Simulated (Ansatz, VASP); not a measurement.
## La: VASP beside Ansatz

Contents of INCAR:

```
PREC = Accurate
ENCUT = 520
EDIFF = 1E-6
ISMEAR = -1
SIGMA = 0.05
LREAL = False
LASPH = True
NELM = 80
ALGO = Normal
ISIF = 2
LWAVE = False
LCHARG = False
GGA = PE
NBANDS = 18
```

KPOINTS

```
regular mesh
0
Gamma
  11 11 6
```

The input POSCAR:

```
La
1.0
    3.7688938684      0.0000000000      0.0000000000
   -1.8844469342      3.2639578342      0.0000000000
    0.0000000000      0.0000000000      6.0093000000
La
2
Direct
    0.3333333333      0.6666666667      0.2500000000
    0.6666666667      0.3333333333      0.7500000000
```

Input for Ansatz:

```yaml
crystal:
  lattice:
    - [3.7688938684, 0.0, 0.0]
    - [-1.8844469342, 3.2639578342, 0.0]
    - [0.0, 0.0, 6.0093]
  atoms:
    - { symbol: La, position: [0.3333333333, 0.6666666667, 0.25] }
    - { symbol: La, position: [0.6666666667, 0.3333333333, 0.75] }
kpoints:
  mp_grid: { grid: [11, 11, 6] }
scf:
  occupations: { method: fermi_dirac, width: 0.05 }
hamiltonian:
  xc: pbe
  pseudopotentials: { kind: all_electron, lapw: { basis_error: 0.00025 } }
output:
  forces: true
  stress: true
  eigenvalues: true
```

Change from the starting cell: z stretched by -1 % at fixed volume.

Alike in both runs: task single point; functional PBE; k mesh 11 × 11 × 6; occupations fermi-dirac, width 0.05 eV; no spin polarisation.

|  | VASP | Ansatz |
| --- | --- | --- |
| version | VASP 6.6.1 | Ansatz 0.2.0 |
| potentials or method | VASP PAW PBE potentials, release 64 (La), cutoff 520 eV | all-electron LAPW, scalar-relativistic |

|  | VASP | Ansatz | Ansatz less VASP |
| --- | --- | --- | --- |
| pressure (GPa) | 0.6 | 0.5 | -0.06 |
| traceless stress, the component that is largest in VASP (GPa) | 0.14 | 0.14 | -0.004 |

Ansatz ran all-electron here, and VASP with PAW potentials.

Neither program's run includes spin-orbit coupling.
